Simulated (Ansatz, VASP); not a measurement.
## One calculation of Si2BN, two programs

```
Si B N
1.0
     3.04503    0.00000    0.00000
     0.00000    3.04503    0.00000
     0.00000    0.00000    4.02483
Si B N
2 1 1
Direct
  0.50000 0.50000 0.50000
  0.00000 0.00000 0.00000
  0.00000 0.00000 0.50000
  0.50000 0.50000 0.00000
```

Alike in both runs: functional PBE; k mesh 4 × 4 × 6; occupations gaussian, width 0.1 eV; no spin polarisation.

Ansatz relaxed the structure, and its values are those at the end. VASP's run is a single point on that final structure, the one shown.

|  | VASP | Ansatz |
| --- | --- | --- |
| version | VASP 6.6.1 | Ansatz 0.2.0 |
| potentials or method | VASP PAW PBE potentials, release 64 (Si, B, N), cutoff 520 eV | scalar-relativistic, plane waves, PAW |
| valence electrons in the cell | 16 | 16 |

```csv
,VASP,Ansatz,Ansatz less VASP
gap on the k mesh at the Fermi level (eV),none,none,-
pressure (GPa),0.0,0.0,-0.04
```

A gap of «none» marks a metal or a gap that the smearing closes.

The k mesh is coarse, so the values compare programs but aren't converged.
